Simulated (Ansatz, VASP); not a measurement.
Cu: VASP beside Ansatz

File INCAR:

```
PREC = Accurate
ENCUT = 600
EDIFF = 1E-6
ISMEAR = -1
SIGMA = 0.1
LREAL = False
LASPH = True
NELM = 120
ALGO = Normal
ISIF = 2
LWAVE = False
LCHARG = False
GGA = PE
NBANDS = 12
GGA_COMPAT = False
```

KPOINTS

```
Automatic mesh
0
Gamma
  13 13 13
```

Contents of POSCAR:

```
Cu
1.0
    0.0000000000      1.7956400000      1.7956400000
    1.7956400000      0.0000000000      1.7956400000
    1.7956400000      1.7956400000      0.0000000000
Cu
1
Direct
    0.0000000000      0.0000000000      0.0000000000
```

Input for Ansatz:

```yaml
crystal:
  lattice:
    - [0.0, 1.79564, 1.79564]
    - [1.79564, 0.0, 1.79564]
    - [1.79564, 1.79564, 0.0]
  atoms:
    - { symbol: Cu, position: [0.0, 0.0, 0.0] }
hamiltonian:
  xc: pbe
  pseudopotentials: { kind: paw }
basis:
  ecutwfc: 420
kpoints:
  mp_grid: { grid: [13, 13, 13] }
scf:
  occupations: { method: fermi_dirac, width: 0.1 }
  lower_state_search: "off"
output:
  forces: true
  stress: true
```

Alike in both runs: task single point; functional PBE; k mesh 13 × 13 × 13; occupations fermi-dirac, width 0.1 eV; no spin polarisation.

|  | VASP | Ansatz |
| --- | --- | --- |
| version | VASP 6.6.1 | Ansatz 0.2.0 |
| potentials or method | VASP PAW PBE potentials, release 64 (Cu), cutoff 600 eV | PAW, plane waves, scalar-relativistic |
| valence electrons in the cell | 11 | 19 |

|  | VASP | Ansatz | Ansatz less VASP |
| --- | --- | --- | --- |
| pressure (GPa) | 5.4 | 4.8 | -0.59 |

VASP's potentials hold 11 valence electrons a cell and Ansatz's 19, so a difference there can come from the potentials and not from the codes.
